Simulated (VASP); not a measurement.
# InSb3 (P1) in VASP: single point with LDA

Aim: the single point of InSb3 with LDA.

All numbers are computed with VASP 6.6.1; they aren't measurements. Logs are shortened: lines on timing, memory, paths and dates and some standing lists are left out, and cuts for length are marked.

## Step 1: The cell of the first run

The typed cell holds 4 atoms: a = 5.366 Å, b = 5.366 Å, c = 5.366 Å, α = 60.00°, β = 60.00°, γ = 60.00°.

## Step 2: Single point, LDA

Contents of INCAR:

```
SYSTEM = InSb3
  PREC = Accurate
  ENCUT = 520
  EDIFF = 1E-7
  ISMEAR = 0
  SIGMA = 0.05
  LREAL = .FALSE.
  LASPH = .TRUE.
  NELM = 100
  ALGO = Normal
  ISIF = 2
  LWAVE = .FALSE.
  LCHARG = .TRUE.
  GGA = CA
  LELF = .TRUE.
  LVHAR = .TRUE.
  NBANDS = 22
```

Contents of KPOINTS:

```
Automatic mesh
0
G
  10 10 10
  0 0 0
```

Contents of POSCAR:

```
InSb3
1.0
    0.0000000000      3.7945550000      3.7945550000
    3.7945550000      0.0000000000      3.7945550000
    3.7945550000      3.7945550000      0.0000000000
Sb In
3 1
Direct
    0.5054790000      0.5113180000      0.4848070000
    0.7513440000      0.7508040000      0.7319410000
    0.2428190000      0.2631560000      0.2466500000
   -0.0085640000     -0.0051780000      0.0091680000
```

Potentials or basis: VASP PAW LDA potentials, release 64 (Sb, In_d).

Run with:

```
cat potpaw_LDA.64/Sb/POTCAR potpaw_LDA.64/In_d/POTCAR > POTCAR
mpirun -np 1 vasp_std > vasp.out
```

OUTCAR:

```text
SYSTEM = InSb3
   PREC = Accurate
   ENCUT = 520
   EDIFF = 1E-7
   ISMEAR = 0
   LREAL = .FALSE.
   LASPH = .TRUE.
   NELM = 100
   ISIF = 2
   GGA = CA

 ion  position               nearest neighbor table
   1  0.505  0.511  0.485-   2 3.21   3 3.23   3 3.28   3 3.29   2 3.30   2 3.31   2 3.33   3 3.34
                             4 3.68   4 3.76   4 3.77   4 3.83   4 3.84
   2  0.751  0.751  0.732-   4 3.17   1 3.21   1 3.30   1 3.31   4 3.31   4 3.33   1 3.33   4 3.34
                             3 3.69   3 3.77   3 3.78
   3  0.243  0.263  0.247-   4 3.21   1 3.23   4 3.28   1 3.28   1 3.29   4 3.32   1 3.34   4 3.34
                             2 3.69   2 3.77   2 3.78
   4  0.991  0.995  0.009-   2 3.17   3 3.21   3 3.28   2 3.31   3 3.32   2 3.33   2 3.34   3 3.34
                             1 3.68   1 3.76   1 3.77   1 3.83   1 3.84

  LATTYP: Found a face centered cubic cell.
 ALAT       =     7.5891100000

  Lattice vectors:

 A1 = (   0.0000000000,   3.7945550000,   3.7945550000)
 A2 = (   3.7945550000,   0.0000000000,   3.7945550000)
 A3 = (   3.7945550000,   3.7945550000,   0.0000000000)

Analysis of symmetry for initial positions (statically):
=====================================================================
 Subroutine PRICEL returns:
 Original cell was already a primitive cell.

 Routine SETGRP: Setting up the symmetry group for a
 face centered cubic supercell.

 Subroutine GETGRP returns: Found  1 space group operations
 (whereof  1 operations were pure point group operations)
 out of a pool of 48 trial point group operations.

The static configuration has the point symmetry C_1 .

Analysis of symmetry for dynamics (positions and initial velocities):
=====================================================================
 Subroutine PRICEL returns:
 Original cell was already a primitive cell.

 Routine SETGRP: Setting up the symmetry group for a
 face centered cubic supercell.

 Subroutine GETGRP returns: Found  1 space group operations
 (whereof  1 operations were pure point group operations)
 out of a pool of 48 trial point group operations.

The dynamic configuration has the point symmetry C_1 .

 Subroutine INISYM returns: Found  1 space group operations
 (whereof  1 operations are pure point group operations),
 and found     1 'primitive' translations

----------------------------------------------------------------------------------------

                                     Primitive cell

  volume of cell :     109.2729

  direct lattice vectors                    reciprocal lattice vectors
     0.000000000  3.794555000  3.794555000    -0.131767757  0.131767757  0.131767757
     3.794555000  0.000000000  3.794555000     0.131767757 -0.131767757  0.131767757
     3.794555000  3.794555000  0.000000000     0.131767757  0.131767757 -0.131767757

  length of vectors
     5.366311144  5.366311144  5.366311144     0.228228449  0.228228449  0.228228449

  position of ions in fractional coordinates (direct lattice)
     0.505479000  0.511318000  0.484807000
     0.751344000  0.750804000  0.731941000
     0.242819000  0.263156000  0.246650000
     0.991436000  0.994822000  0.009168000

  ion indices of the primitive-cell ions
   primitive index   ion index
                 1           1
                 2           2
                 3           3
                 4           4

----------------------------------------------------------------------------------------

 KPOINTS: Automatic mesh

Automatic generation of k-mesh.
 Grid dimensions read from file:
 generate k-points for:   10   10   10

 Generating k-lattice:

  Cartesian coordinates                     Fractional coordinates (reciprocal lattice)
    -0.013176776  0.013176776  0.013176776     0.100000000  0.000000000  0.000000000
     0.013176776 -0.013176776  0.013176776     0.000000000  0.100000000  0.000000000
     0.013176776  0.013176776 -0.013176776     0.000000000  0.000000000  0.100000000

  Length of vectors
     0.022822845  0.022822845  0.022822845

  Shift w.r.t. Gamma in fractional coordinates (k-lattice)
     0.000000000  0.000000000  0.000000000

 Subroutine IBZKPT returns following result:
 ===========================================

 Found    504 irreducible k-points:

 Following reciprocal coordinates:
            Coordinates               Weight
  0.000000  0.000000  0.000000      1.000000
  0.100000  0.000000  0.000000      2.000000
  0.000000  0.100000  0.000000      2.000000
  0.000000  0.000000  0.100000      2.000000
  0.100000  0.100000  0.100000      2.000000
  0.200000  0.000000  0.000000      2.000000
[... 16 lines left out ...]
  0.000000  0.100000  0.100000      2.000000
  0.100000  0.000000  0.100000      2.000000
 [... further k-points ...]
   k-points           NKPTS =    504   k-points in BZ     NKDIM =    504   number of bands    NBANDS=     22
   number of dos      NEDOS =    301   number of ions     NIONS =      4
   total plane-waves  NPLWV =  64000
   dimension x,y,z NGX =    40 NGY =   40 NGZ =   40
   dimension x,y,z NGXF=    80 NGYF=   80 NGZF=   80
   ions per type =               3   1
   NGX,Y,Z   is equivalent  to a cutoff of  12.39, 12.39, 12.39 a.u.
   NGXF,Y,Z  is equivalent  to a cutoff of  24.78, 24.78, 24.78 a.u.
 SYSTEM =  InSb3
   PREC   = accura    normal or accurate (medium, high low for compatibility)
   ISTART =      0    job   : 0-new  1-cont  2-samecut
   ICHARG =      2    charge: 1-file 2-atom 10-const
   ISPIN  =      1    spin polarized calculation?
   LNONCOLLINEAR =      F non collinear calculations
   LSORBIT =      F    spin-orbit coupling
   LASPH  =      T    aspherical Exc in radial PAW
   ENCUT  =  520.0 eV  38.22 Ry    6.18 a.u.   9.98  9.98  9.98*2*pi/ulx,y,z
   NELM   =    100;   NELMIN=  2; NELMDL= -5     # of ELM steps
   EDIFF  = 0.1E-06   stopping-criterion for ELM
   LREAL  =      F    real-space projection
   EDIFFG = 0.1E-05   stopping-criterion for IOM
   NSW    =      0    number of steps for IOM
   IBRION =     -1    ionic relax: 0-MD 1-quasi-New 2-CG
   NFREE  =      0    steps in history (QN), initial steepest desc. (CG)
   ISIF   =      2    stress and relaxation
   ISYM   =      2    0-nonsym 1-usesym 2-fastsym
   POTIM  = 0.5000    time-step for ionic-motion
   TEBEG  =    0.0;   TEEND  =   0.0 temperature during run
   PSTRESS=    0.0 pullay stress
   NELECT =      28.0000    total number of electrons
   NUPDOWN=      -1.0000    fix difference up-down
   EMIN   =  10.00;   EMAX   =-10.00  energy-range for DOS
   EFERMI =   0.00;   METHOD = LEGACY
   ISMEAR =     0;   SIGMA  =   0.05  broadening in eV -4-tet -1-fermi 0-gaus
   EFERMI_NEDOS =   21; number of points for ismear=-14 and -15
   IALGO  =     38    algorithm
   IMIX   =      4    mixing-type and parameters
     AMIX     =   0.40;   BMIX     =  1.00
     AMIX_MAG =   1.60;   BMIX_MAG =  1.00
  volume/ion in A,a.u.               =      27.32       184.35
  Fermi-wavevector in a.u.,A,eV,Ry     =   1.039816  1.964968 14.710866  1.081218
  Thomas-Fermi vector in A             =   2.174364
   LORBIT       =      0    0 simple, 1 ext, 2 COOP (PROOUT), +10 PAW based schemes
   GGA     = CA    functional components
   LHFCALC =     F    Hartree Fock is set to
   AEXX    =    0.0000 exact exchange contribution
   IVDW    =     0    specifies the selected vdW correction
   LEPSILON=     F    determine dielectric tensor
   LRPA    =     F    only Hartree local field effects (RPA)
 non-spin polarized calculation
 Gauss-broadening in eV      SIGMA  =   0.05
  energy-cutoff  :      520.00
  volume of cell :      109.27
 maximum number of plane-waves:      2960
   NGX = 19   NGY = 19   NGZ = 19

 number of electron      28.0000002 magnetization

 Free energy of the ion-electron system (eV)
  ---------------------------------------------------
  ext. energy  EPLUGINS =         0.00000000
  ---------------------------------------------------
  free energy    TOTEN  =       -16.98503214 eV

  energy without entropy =      -16.98133233  energy(sigma->0) =      -16.98318223

 E-fermi :   7.7875     XC(G=0): -10.3124

 val. band max:        7.7867217485   @ k =   0.2000  -0.1000  -0.2000
 cond. band min:       7.7878864345   @ k =   0.0000  -0.3000   0.2000
 fundamental gap:      0.0011646860
 Fermi energy:         7.7875285911

 k-point     1 :       0.0000    0.0000    0.0000
  band No.  band energies     occupation
      1      -6.6280      2.00000
      2      -6.6262      2.00000
      3      -6.6241      2.00000
      4      -6.5935      2.00000
      5      -6.5919      2.00000
      6      -4.4536      2.00000
[... 14 lines left out ...]
     21      14.3574      0.00000
     22      14.4231      0.00000

 k-point     2 :       0.1000    0.0000    0.0000
  band No.  band energies     occupation
      1      -6.6281      2.00000
      2      -6.6261      2.00000
      3      -6.6243      2.00000
      4      -6.5937      2.00000
      5      -6.5922      2.00000
      6      -4.3794      2.00000
[... 14 lines left out ...]
     21      13.7096      0.00000
     22      14.2294      0.00000

 k-point     3 :       0.0000    0.1000    0.0000
  band No.  band energies     occupation
      1      -6.6283      2.00000
      2      -6.6265      2.00000
      3      -6.6235      2.00000
      4      -6.5937      2.00000
      5      -6.5921      2.00000
      6      -4.3811      2.00000
[... 14 lines left out ...]
     21      13.7712      0.00000
     22      14.1990      0.00000
[... 476 lines left out ...]
 k-point    23 :       0.0000    0.1000    0.1000
  band No.  band energies     occupation
      1      -6.6296      2.00000
      2      -6.6258      2.00000
      3      -6.6230      2.00000
      4      -6.5934      2.00000
      5      -6.5926      2.00000
      6      -4.3556      2.00000
[... 14 lines left out ...]
     21      13.8633      0.00000
     22      13.9745      0.00000

 k-point    24 :       0.1000    0.0000    0.1000
  band No.  band energies     occupation
      1      -6.6291      2.00000
      2      -6.6255      2.00000
      3      -6.6237      2.00000
      4      -6.5940      2.00000
      5      -6.5920      2.00000
      6      -4.3557      2.00000
[... 14 lines left out ...]
     21      13.8507      0.00000
     22      14.0210      0.00000

 [... further k-points ...]

------------------------ aborting loop because EDIFF is reached ----------------------------------------

  FORCE on cell =-STRESS in cart. coord.  units (eV):
  Direction    XX          YY          ZZ          XY          YZ          ZX
  --------------------------------------------------------------------------------------
  -------------------------------------------------------------------------------------
  Total       -2.7889076     -2.8004717     -2.7728590      0.0205785     -0.0259401     -0.0171131
  in kB      -40.8914164    -41.0609720    -40.6561088      0.3017249     -0.3803378     -0.2509157
  external PRESSURE =     -40.8694990 kB  Pullay stress =       0.0000000 kB

 VOLUME and BASIS-vectors are now :
 -----------------------------------------------------------------------------
  energy-cutoff  :      520.00
  volume of cell :      109.27
      direct lattice vectors                 reciprocal lattice vectors
     0.000000000  3.794555000  3.794555000    -0.131767757  0.131767757  0.131767757
     3.794555000  0.000000000  3.794555000     0.131767757 -0.131767757  0.131767757
     3.794555000  3.794555000  0.000000000     0.131767757  0.131767757 -0.131767757

 POSITION                                       TOTAL-FORCE (eV/Angst)
 -----------------------------------------------------------------------------------
      3.77985      3.75769      3.85829         0.019393      0.021366     -0.101813
      5.62636      5.62841      5.69998         0.114872      0.062144     -0.038007
      1.93449      1.85732      1.91995        -0.081138      0.021372     -0.033509
      3.80970      3.79685      7.53697        -0.053127     -0.104882      0.173328
 -----------------------------------------------------------------------------------
    total drift:                               -0.000262      0.000121     -0.000081

  FREE ENERGIE OF THE ION-ELECTRON SYSTEM (eV)
  ---------------------------------------------------
  free  energy   TOTEN  =       -16.9850321357 eV

  energy  without entropy=      -16.9813323305  energy(sigma->0) =      -16.98318223
```

Run time: 6.7 min. Hardware: 1 thread of Intel Xeon 6975P-C (Granite Rapids), shared host; peak memory 1.1 GiB.

Results:

```
Free energy            : -16.9850 eV
Pressure               : -4.1 GPa
Largest force          : 0.209 eV/Å
Band gap on the k mesh : zero (bands 14 and 15 overlap by 3.28 eV)
```

Forces on the atoms (eV/Å):
```
Sb   0.019  0.021 -0.102
Sb   0.115  0.062 -0.038
Sb  -0.081  0.021 -0.034
In  -0.053 -0.105  0.173
```

Levels at points of the mesh, in eV from the Fermi level:
```
           k point  band 11  band 12  band 13  band 14  band 15  band 16  band 17  band 18
(0.00, 0.00, 0.00)    -2.47    -2.42    -2.37    -2.25    -2.16    -0.84    -0.67    -0.47
(0.50, 0.00, 0.00)    -3.25    -2.66    -2.38    -0.25    -0.16     1.83     1.95     3.00
(0.00, 0.50, 0.00)    -3.25    -2.71    -2.45    -0.29    -0.06     1.92     2.06     2.95
(0.00, 0.00, 0.50)    -3.25    -2.72    -2.48    -0.30    -0.05     1.94     2.06     2.96
(0.50, 0.50, 0.50)    -3.31    -2.59    -2.39    -0.25    -0.18     1.80     1.88     3.05
(0.50, 0.50, 0.00)    -5.00     0.32     0.88     0.91     1.22     1.57     1.80     1.93
(0.00, 0.50, 0.50)    -4.96     0.32     0.88     0.91     1.18     1.69     1.75     1.88
(0.50, 0.00, 0.50)    -4.98     0.32     0.87     0.90     1.21     1.59     1.81     1.93
```

Caveat: the cell stands under tension; spin-orbit coupling is left out, which moves the levels of the heavy elements.
